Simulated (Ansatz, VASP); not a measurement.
# SiSn7: VASP beside Ansatz

```
Si Sn
1.0
     6.51846    0.00000    0.00000
     0.00000    6.51846    0.00000
     0.00000    0.00000    6.51846
Si Sn
1 7
Direct
  0.00000 0.00000 0.00000
  0.00000 0.50000 0.50000
  0.23849 0.76151 0.76151
  0.50000 0.00000 0.50000
  0.76151 0.23849 0.76151
  0.76151 0.76151 0.23849
  0.50000 0.50000 0.00000
  0.23849 0.23849 0.23849
```

Alike in both runs: functional PBE; k mesh 3 × 3 × 3; occupations gaussian, width 0.2 eV; no spin polarisation.

Ansatz relaxed the structure, and its values are those at the end. VASP's run is a single point on that final structure, the one shown.

|  | VASP | Ansatz |
| --- | --- | --- |
| version | VASP 6.6.1 | Ansatz 0.2.0 |
| potentials or method | VASP PAW PBE potentials, release 64 (Si, Sn_d), cutoff 520 eV | scalar-relativistic, plane waves, PAW |
| valence electrons in the cell | 102 | 102 |

```csv
,VASP,Ansatz,Ansatz less VASP
gap on the k mesh at the Fermi level (eV),none,none,-
pressure (GPa),-0.1,-0.1,+0.06
```

A gap of «none» marks a metal or a gap that the smearing closes.
